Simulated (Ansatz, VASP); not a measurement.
**CdIn2O4: VASP beside Ansatz**

INCAR

```
SYSTEM = CdIn2O4
ALGO = Normal
EDIFF = 1E-8
ENCUT = 520
GGA = PE
GGA_COMPAT = .False.
ISIF = 2
ISMEAR = -1
KPAR = 4
LASPH = .True.
LCHARG = .False.
LEFG = .True.
LORBIT = 11
LORBMOM = .True.
LREAL = .False.
LSORBIT = .True.
LWAVE = .False.
MAGMOM = 0 0 0 0 0 0 0 0 0 0 0 0 0 0 0 0 0 0 0 0 0 0 0 0 0 0 0 0 0 0 0 0 0 0 0 0 0 0 0 0 0 0
NBANDS = 148
NELM = 200
PREC = Accurate
SIGMA = 0.02
```

Contents of KPOINTS:

```
k-points
0
Gamma
  4 4 4
  0 0 0
```

The input POSCAR:

```
CdIn2O4
1.0
    0.0000000000      4.5830000000      4.5830000000
    4.5830000000      0.0000000000      4.5830000000
    4.5830000000      4.5830000000      0.0000000000
Cd In O
2 4 8
Direct
    0.5000000000      0.5000000000      0.5000000000
    0.7500000000      0.7500000000      0.7500000000
    0.1250000000      0.1250000000      0.1250000000
    0.6250000000      0.1250000000      0.1250000000
    0.1250000000      0.1250000000      0.6250000000
    0.1250000000      0.6250000000      0.1250000000
    0.3625319088      0.3625319088      0.3625319088
    0.3375957265      0.8874680912      0.8874680912
    0.3625319088      0.3625319088      0.9124042735
    0.8874680912      0.3375957265      0.8874680912
    0.9124042735      0.3625319088      0.3625319088
    0.8874680912      0.8874680912      0.8874680912
    0.3625319088      0.9124042735      0.3625319088
    0.8874680912      0.8874680912      0.3375957265
```

Input for Ansatz:

```yaml
crystal:
  lattice:
    - [0.0, 4.583, 4.583]
    - [4.583, 0.0, 4.583]
    - [4.583, 4.583, 0.0]
  atoms:
    - { symbol: Cd, position: [0.5, 0.5, 0.5] }
    - { symbol: Cd, position: [0.75, 0.75, 0.75] }
    - { symbol: In, position: [0.125, 0.125, 0.125] }
    - { symbol: In, position: [0.625, 0.125, 0.125] }
    - { symbol: In, position: [0.125, 0.125, 0.625] }
    - { symbol: In, position: [0.125, 0.625, 0.125] }
    - { symbol: O, position: [0.3625319088, 0.3625319088, 0.3625319088] }
    - { symbol: O, position: [0.3375957265, 0.8874680912, 0.8874680912] }
    - { symbol: O, position: [0.3625319088, 0.3625319088, 0.9124042735] }
    - { symbol: O, position: [0.8874680912, 0.3375957265, 0.8874680912] }
    - { symbol: O, position: [0.9124042735, 0.3625319088, 0.3625319088] }
    - { symbol: O, position: [0.8874680912, 0.8874680912, 0.8874680912] }
    - { symbol: O, position: [0.3625319088, 0.9124042735, 0.3625319088] }
    - { symbol: O, position: [0.8874680912, 0.8874680912, 0.3375957265] }
kpoints:
  mp_grid: { grid: [4, 4, 4] }
scf:
  occupations: { method: fermi_dirac, width: 0.02 }
hamiltonian:
  xc: pbe
  pseudopotentials: { kind: paw_fr }
output:
  forces: true
  stress: true
  populations: true
  efg:
    quadrupole_moments_barn: { In: 0.772, O: -0.02558 }
    contact_densities: true
magnetization:
  noncollinear: true
  spin_orbit: true
```

Alike in both runs: task electric field gradients; functional PBE; k mesh 4 × 4 × 4; occupations fermi-dirac, width 0.02 eV; non-collinear spin, spin-orbit coupling.

|  | VASP | Ansatz |
| --- | --- | --- |
| version | VASP 6.6.1 | Ansatz 0.2.0 |
| potentials or method | VASP PAW PBE potentials, release 64 (Cd, In_d, O) | plane-wave PAW |
| plane-wave cutoff (eV) | 520 | 420 |
| valence electrons in the cell | 124 | 140 |

VASP gave:

| Property | Result |
| --- | --- |
| pressure (GPa) | 7.7 |
| rms of the force components (eV/Å) | 0.006 |
| net moment per atom (μB) | 0.00 |
| size of Vzz on the site where it differs most (V/Å²) | 52.5 |

Question: What did Ansatz give for the same quantities?

Answer: Pressure (GPa): 6.9; rms of the force components (eV/Å): 0.013; net moment per atom (μB): 0.00; size of Vzz on the site where it differs most (V/Å²): 48.0.

Atom by atom the forces differ by 0.019 eV/Å (rms over components). With one functional, cell and mesh, what is left measures potentials, basis and numerics. VASP's potentials hold 124 valence electrons a cell and Ansatz's 140, so a difference there can come from the potentials and not from the codes.
